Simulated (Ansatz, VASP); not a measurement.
## One calculation of Mo, two programs

```
Mo
1.0
     2.59708    0.00000    0.00000
     0.00000    2.59708    0.00000
     0.00000    0.00000    2.59708
Mo
1
Direct
  0.00000 0.00000 0.00000
```

Alike in both runs: task relaxation of cell and atoms; functional PBE; k mesh 22 × 22 × 22; occupations gaussian, width 0.1 eV; no spin polarisation.

|  | VASP | Ansatz |
| --- | --- | --- |
| version | VASP 6.6.1 | Ansatz 0.2.0 |
| potentials or method | VASP PAW PBE potentials, release 64 (Mo_sv), cutoff 600 eV | scalar-relativistic, plane waves, PAW |
| valence electrons in the cell | 14 | 14 |

Ansatz gave:

```
gap on the k mesh at the Fermi level, each at its own relaxed structure (eV) : none
relaxed volume (Å³/atom)                                                     : 17.56
relaxed cell length with the largest relative difference (Å)                 : 2.599
```

Problem. Estimate VASP's values.

Solution. gap on the k mesh at the Fermi level, each at its own relaxed structure (eV): none; relaxed volume (Å³/atom): 17.60; relaxed cell length with the largest relative difference (Å): 2.601.

A gap of «none» marks a metal or a gap that the smearing closes.
